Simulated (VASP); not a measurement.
A run of VASP 6.6.1:

The input INCAR:

```
SYSTEM = NF3
PREC = Accurate ; ENCUT = 520
EDIFF = 1E-6 ; ISMEAR = 0
SIGMA = 0.005 ; LREAL = .FALSE.
LASPH = .TRUE. ; NELM = 100
ALGO = Normal ; ISIF = 2
LWAVE = .FALSE. ; LCHARG = .FALSE.
GGA = PE ; IVDW = 12
IBRION = 2 ; NSW = 100
EDIFFG = -0.01 ; ISYM = 0
```

The input KPOINTS:

```
regular mesh
0
G
  1 1 1
  0 0 0
```

POSCAR

```
NF3
1.0
   14.0000000000      0.0000000000      0.0000000000
    0.0000000000     14.5000000000      0.0000000000
    0.0000000000      0.0000000000     15.0000000000
F N
3 1
Direct
    0.5746495346      0.4701631113      0.4876518364
    0.4615518719      0.5720166102      0.4875601540
    0.4253504654      0.4279833898      0.4815625385
    0.4846154900      0.4897679527      0.5184374615
```

Potentials or basis: VASP PAW PBE potentials, release 64 (F, N).

Run with:

```console
$ cat potpaw_PBE.64/F/POTCAR potpaw_PBE.64/N/POTCAR > POTCAR
$ mpirun -np 1 vasp_gam > vasp.out
```

Hardware: 1 thread of Intel(R) Xeon(R) 6975P-C (Granite Rapids) (shared host).

**Question.** How long does it take, and how much memory?

**Answer.** Run time: 17 min on 1 thread of Intel(R) Xeon(R) 6975P-C (Granite Rapids), on a shared host, peak memory 1.8 GiB. Counts: scf iterations 105, k points 1, ion steps 8.
